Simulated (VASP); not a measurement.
AlN (CsCl type): single point with PBE

The system is AlN (CsCl type).

```
Al N
1.0
     2.37356    0.00000    0.00000
     0.00000    2.37356    0.00000
     0.00000    0.00000    2.37356
Al N
1 1
Direct
  0.00000 0.00000 0.00000
  0.50000 0.50000 0.50000
```

```
Program             : VASP 6.6.1
Task                : single point
Functional          : PBE
Potentials or basis : VASP PAW PBE potentials, release 64 (Al, N)
Cutoff              : 520 eV
k mesh              : 15 × 15 × 15
Occupations         : fermi-dirac, width 0.05 eV
Spin                : no spin polarisation
```

| Property | Result |
| --- | --- |
| Pressure | 99.9 GPa |
| Band gap on the k mesh | zero (bands 4 and 5 overlap by 1.07 eV) |

Levels at points of the mesh, in eV from the Fermi level:
```csv
k point,band 2,band 3,band 4,band 5,band 6,band 7
"(0.00, 0.00, 0.00)",-2.05,-2.05,-2.05,4.45,5.90,5.90
```

Run time: 7.9 s on 1 thread of AMD EPYC 9R45 (Zen 5) (shared host), peak memory 0.09 GiB.

Caveat: the cell stands under pressure.
